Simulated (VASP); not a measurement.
A run of VASP 6.6.1 is set up as follows.

INCAR

```
SYSTEM = VWC2
ALGO = Normal ; EDIFF = 1E-6
EDIFFG = -0.01 ; ENCUT = 600
GGA = PS ; IBRION = 2
ISIF = 3 ; ISMEAR = -1
ISPIN = 2 ; IVDW = 13
LASPH = .True. ; LCHARG = .False.
LMAXMIX = 4 ; LORBIT = 11
LREAL = .False. ; LWAVE = .False.
MAGMOM = 0 2 0 0 ; NELM = 150
NSW = 60 ; PREC = Accurate
SIGMA = 0.05
```

File KPOINTS:

```
k-points
0
Gamma
  10 10 10
  0 0 0
```

File POSCAR:

```
VWC2
1.0
    1.5170411163      0.8758640969      4.9338931930
   -1.5170411163      0.8758640969      4.9338931930
    0.0000000000     -1.7517281937      4.9338931930
W V C
1 1 2
Direct
    0.0000000000      0.0000000000      0.0000000000
    0.5000000000      0.5000000000      0.5000000000
    0.2464940000      0.2464940000      0.2464940000
    0.7535060000      0.7535060000      0.7535060000
```

Potentials or basis: VASP PAW PBE potentials, release 64 (W_sv, V_sv, C).

The run is started by

```bash
$ cat potpaw_PBE.64/W_sv/POTCAR potpaw_PBE.64/V_sv/POTCAR potpaw_PBE.64/C/POTCAR > POTCAR
$ mpirun -np 1 vasp_std > vasp.out
```

Problem. What does it give for the net moment?

Solution. 0.00 μB per cell.

Problem. Estimate the relaxed cell.

Solution. a = 5.160 Å, b = 5.160 Å, c = 5.160 Å, α = 33.74°, β = 33.74°, γ = 33.74°.

Problem. Estimate the space group after relaxing (to 0.1 Å).

Solution. R-3m (No. 166).

Step by step:
```tsv
step	energy change (eV)	largest force (eV/Å)	pressure (GPa)	volume (Å³)
1	0.0000	0.0667	-13.64	39.33
2	0.2377	0.7154	37.05	34.76
3	-0.0890	0.1660	0.54	37.74
4	-0.0891	0.1562	-0.07	37.80
5	-0.0891	0.1609	0.18	37.77
6	-0.0902	0.0072	0.31	37.73
7	-0.0902	0.0049	0.25	37.73
8	-0.0902	0.0066	-0.41	37.80
9	-0.0902	0.0005	-0.04	37.76
```

Caveat: the moments typed at the start vanished in this run; the PAW data sets were made with another functional, which shifts forces and pressure a little.
